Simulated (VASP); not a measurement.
Here is a VASP 6.6.1 calculation.

The input POSCAR:

```
Ti
1.0
    2.6900000000      0.0000000000      0.0000000000
    0.0000000000      2.6900000000      0.0000000000
    0.0000000000      0.0000000000      2.6900000000
Ti
1
Direct
    0.0000000000      0.0000000000      0.0000000000
```

INCAR.step1

```
PREC = Accurate
ENCUT = 600
ISMEAR = -1
SIGMA = 0.1
LREAL = False
LASPH = True
NELM = 80
GGA = PE
ALGO = Normal
EDIFF = 1E-4
LWAVE = True
LCHARG = False
```

Contents of INCAR.step2:

```
PREC = Accurate
ENCUT = 600
EDIFF = 1E-6
ISMEAR = -1
SIGMA = 0.1
LREAL = False
LASPH = True
NELM = 80
ALGO = Normal
ISIF = 3
LWAVE = False
LCHARG = False
METAGGA = R2SCAN
LMIXTAU = True
IBRION = 2
NSW = 80
EDIFFG = -0.02
PSTRESS = 400.0
ISTART = 1
```

The input KPOINTS:

```
Automatic mesh
0
Gamma
  17 17 17
```

Potentials or basis: VASP PAW PBE potentials, release 64 (Ti_sv).

Run with:

```sh
$ cat potpaw_PBE.64/Ti_sv/POTCAR > POTCAR
$ cp INCAR.step1 INCAR
$ mpirun -np 1 vasp_std > vasp.out
$ cp INCAR.step2 INCAR
$ mpirun -np 1 vasp_std > vasp.out
```

(1) What does it give for the band gap on the k mesh?

(2) Predict the relaxed volume.

Results:

(1) zero (bands 6 and 7 overlap by 3.22 eV).

(2) 13.50 Å³/atom.

Caveat: the cell is relaxed towards a set pressure, so the run minimises the enthalpy, not the energy; the volume moved by over 15 % at a fixed basis, so the end points are rough; the PAW data sets were made with another functional, which shifts forces and pressure a little.
